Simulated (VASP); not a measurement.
# NaCl (Fm-3m) in VASP: notebook, part 2 of 2

VASP 6.6.1.

**3. Relaxation of cell and atoms, PBEsol+D3(BJ)**

File INCAR:

```
ALGO = Normal ; EDIFF = 1E-6
EDIFFG = -0.005 ; ENCUT = 600
GGA = PS ; IBRION = 2
ISIF = 3 ; ISMEAR = -1
IVDW = 12 ; LASPH = T
LCHARG = F ; LREAL = F
LWAVE = F ; NELM = 80
NSW = 80 ; PREC = Accurate
SIGMA = 0.05
```

File KPOINTS:

```
k-points
0
Gamma
  8 8 8
```

File POSCAR:

```
NaCl
1.0
    0.0000000000      2.7940632177      2.7940632177
    2.7940632177      0.0000000000      2.7940632177
    2.7940632177      2.7940632177      0.0000000000
Cl Na
1 1
Direct
    0.5000000000      0.5000000000      0.5000000000
    0.0000000000      0.0000000000      0.0000000000
```

Potentials or basis: VASP PAW PBE potentials, release 64 (Cl, Na_pv).

Run with:

```bash
$ cat potpaw_PBE.64/Cl/POTCAR potpaw_PBE.64/Na_pv/POTCAR > POTCAR
$ mpirun -np 1 vasp_std > vasp.out
```

OUTCAR:

```text
EDIFF = 1E-6
   EDIFFG = -0.005
   ENCUT = 600
   GGA = PS
   IBRION = 2
   ISIF = 3
   ISMEAR = -1
   IVDW = 12
   LASPH = T
   LREAL = F
   NELM = 80
   NSW = 80
   PREC = Accurate
 IVDW          = 12

 ion  position               nearest neighbor table
   1  0.500  0.500  0.500-
   2  0.000  0.000  0.000-

  LATTYP: Found a face centered cubic cell.
 ALAT       =     5.5881264354

  Lattice vectors:

 A1 = (   0.0000000000,   2.7940632177,   2.7940632177)
 A2 = (   2.7940632177,   0.0000000000,   2.7940632177)
 A3 = (   2.7940632177,   2.7940632177,   0.0000000000)

Analysis of symmetry for initial positions (statically):
=====================================================================
 Subroutine PRICEL returns:
 Original cell was already a primitive cell.

 Routine SETGRP: Setting up the symmetry group for a
 face centered cubic supercell.

 Subroutine GETGRP returns: Found 48 space group operations
[... 291 lines left out ...]
  free energy    TOTEN  =        -6.98726405 eV

  energy without entropy =       -6.98726405  energy(sigma->0) =       -6.98726405

 E-fermi :   0.6969     XC(G=0):  -8.6621

 val. band max:       -0.3390285938   @ k =   0.0000   0.0000   0.0000
 cond. band min:       4.8767587544   @ k =   0.0000   0.0000   0.0000
 fundamental gap:      5.2157873482
 Fermi energy:         0.6969335901

 k-point     1 :       0.0000    0.0000    0.0000
  band No.  band energies     occupation
      1     -20.8630      2.00000
      2     -20.8630      2.00000
      3     -20.8630      2.00000
      4     -13.1643      2.00000
      5      -0.3390      2.00000
      6      -0.3390      2.00000
      7      -0.3390      2.00000
      8       4.8768      0.00000
      9      10.7218      0.00000
     10      10.7218      0.00000
     11      10.7218      0.00000
[... 309 lines left out ...]
 k-point    24 :      -0.3750    0.2500    0.1250
  band No.  band energies     occupation
      1     -20.8977      2.00000
      2     -20.8746      2.00000
      3     -20.8691      2.00000
      4     -12.6956      2.00000
      5      -2.2400      2.00000
      6      -1.2303      2.00000
      7      -0.8218      2.00000
      8       7.9875      0.00000
      9       9.3949      0.00000
     10      10.0819      0.00000
     11      11.5493      0.00000

 [... further k-points ...]

------------------------ aborting loop because EDIFF is reached ----------------------------------------

 Edisp (eV)   -0.41325

 E8    (eV) :    -0.2655
[... 25 lines left out ...]
  FREE ENERGIE OF THE ION-ELECTRON SYSTEM (eV)
  ---------------------------------------------------
  free  energy   TOTEN  =        -7.4005130493 eV

  energy  without entropy=       -7.4005130492  energy(sigma->0) =       -7.40051305

 reached required accuracy - stopping structural energy minimisation
```

OSZICAR:

```text
N       E                     dE             d eps       ncg     rms          rms(c)
DAV:   1     0.988248718764E+02    0.98825E+02   -0.78523E+03   638   0.141E+03
DAV:   2     0.137193475865E+01   -0.97453E+02   -0.89874E+02   718   0.296E+02
DAV:   3    -0.696596520938E+01   -0.83379E+01   -0.82811E+01   761   0.834E+01
[... 28 lines left out ...]
DAV:   2    -0.698779620050E+01    0.27312E-02   -0.44214E-03   713   0.755E-01    0.152E-01
DAV:   3    -0.698730676348E+01    0.48944E-03   -0.11609E-03   722   0.403E-01    0.719E-02
DAV:   4    -0.698726499370E+01    0.41770E-04   -0.36323E-05   933   0.772E-02    0.588E-03
DAV:   5    -0.698726394604E+01    0.10477E-05   -0.44569E-06   668   0.185E-02    0.393E-03
DAV:   6    -0.698726405225E+01   -0.10621E-06   -0.20164E-07   319   0.771E-03
   4 F= -.74005130E+01 E0= -.74005130E+01  d E =-.803398E-02
```

CONTCAR:

```text
NaCl
   1.00000000000000
     0.0000000000000000    2.7516651261849363    2.7516651261849363
     2.7516651261849363    0.0000000000000000    2.7516651261849363
     2.7516651261849363    2.7516651261849363   -0.0000000000000000
  Cl              Na
     1     1
Direct
     0.5000000000000000    0.5000000000000000    0.5000000000000000
     1.0000000000000000    0.0000000000000000    0.0000000000000000

  0.00000000E+00  0.00000000E+00  0.00000000E+00
  0.00000000E+00  0.00000000E+00  0.00000000E+00
```

It took 51 s on 1 thread of Intel Xeon 8259CL, shared host; peak memory 0.19 GiB.

What came out:

| Quantity | Value |
| --- | --- |
| Free energy | -7.4005 eV |
| Relaxed volume | 20.83 Å³/atom |
| Relaxed cell | a = 3.891 Å, b = 3.891 Å, c = 3.891 Å, α = 60.00°, β = 60.00°, γ = 60.00° |
| Space group after relaxing (to 0.1 Å) | Fm-3m (No. 225) |
| Energy gained by relaxing | 4.0 meV/atom |
| Ionic steps | 4 |
| Pressure after relaxing | 0.0 GPa |
| Band gap on the k mesh | 5.22 eV |
| Dispersion energy per atom | -0.207 eV |

The path:
```csv
step,energy change (eV),largest force (eV/Å),pressure (GPa),volume (Å³)
1,0.0000,0.0000,-1.24,43.63
2,-0.0062,0.0000,-0.59,42.57
3,-0.0079,0.0000,-0.17,41.93
4,-0.0080,0.0000,0.00,41.67
```

Final structure:
```
Cl Na
1.0
     0.00000    2.75167    2.75167
     2.75167    0.00000    2.75167
     2.75167    2.75167    0.00000
Cl Na
1 1
Direct
  0.50000 0.50000 0.50000
  0.00000 0.00000 0.00000
```

Caveat: the PAW data sets were made with another functional, which shifts forces and pressure a little.
